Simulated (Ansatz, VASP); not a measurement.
Two plane-wave programs on ScB2N3

INCAR

```
PREC = Accurate
ENCUT = 520
EDIFF = 1E-6
ISMEAR = 0
SIGMA = 0.1
LREAL = False
LASPH = True
NELM = 150
ALGO = Normal
ISIF = 2
LWAVE = False
LCHARG = False
ISPIN = 2
MAGMOM = 0 0 0 1 1 1
LORBIT = 11
LMAXMIX = 4
GGA = PE
NBANDS = 29
```

Contents of KPOINTS:

```
Automatic mesh
0
Gamma
  6 6 6
```

The input POSCAR:

```
ScB2N3
1.0
    2.1759222500      1.2562693000      4.3741266700
   -2.1759222500      1.2562693000      4.3741266700
    0.0000000000     -2.5125385900      4.3741266700
Sc B N
1 2 3
Direct
    0.5000000000      0.5000000000      0.5000000000
    0.6356566300      0.6356566300      0.6356566300
    0.3643433700      0.3643433700      0.3643433700
    0.5000000000      0.5000000000      0.0000000000
    0.0000000000      0.5000000000      0.5000000000
    0.5000000000      0.0000000000      0.5000000000
```

Input for Ansatz:

```yaml
crystal:
  lattice:
    - [2.17592225, 1.2562693, 4.37412667]
    - [-2.17592225, 1.2562693, 4.37412667]
    - [0.0, -2.51253859, 4.37412667]
  atoms:
    - { symbol: Sc, position: [0.5, 0.5, 0.5] }
    - { symbol: B, position: [0.63565663, 0.63565663, 0.63565663] }
    - { symbol: B, position: [0.36434337, 0.36434337, 0.36434337] }
    - { symbol: "N", position: [0.5, 0.5, 0.0], spin: 1.0 }
    - { symbol: "N", position: [0.0, 0.5, 0.5], spin: 1.0 }
    - { symbol: "N", position: [0.5, 0.0, 0.5], spin: 1.0 }
basis:
  ecutwfc: 420
kpoints:
  mp_grid: { grid: [6, 6, 6] }
hamiltonian:
  xc: pbe
scf:
  occupations: { method: gaussian, width: 0.1 }
  lower_state_search: "off"
output:
  forces: true
  stress: true
  eigenvalues: true
  populations: true
magnetization:
  spin_polarized: true
```

Alike in both runs: task single point; functional PBE; k mesh 6 × 6 × 6; occupations gaussian, width 0.1 eV; collinear spin.

|  | VASP | Ansatz |
| --- | --- | --- |
| version | VASP 6.6.1 | Ansatz 0.2.0 |
| potentials or method | VASP PAW PBE potentials, release 64 (Sc_sv, B, N), cutoff 520 eV | scalar-relativistic, plane waves, PAW |
| valence electrons in the cell | 32 | 32 |

|  | VASP | Ansatz | Ansatz less VASP |
| --- | --- | --- | --- |
| gap on the k mesh at the Fermi level (eV) | none | none | - |
| rms of the force components (eV/Å) | 2.344 | 2.325 | -0.0194 |
| net moment per atom (μB) | 0.00 | 0.00 | 0.000 |

Atom by atom the forces differ by 0.019 eV/Å (rms over components). A gap of «none» marks a metal or a gap that the smearing closes. With one functional, cell and mesh, what is left measures potentials, basis and numerics. Ansatz's warnings: seeded moment not kept.
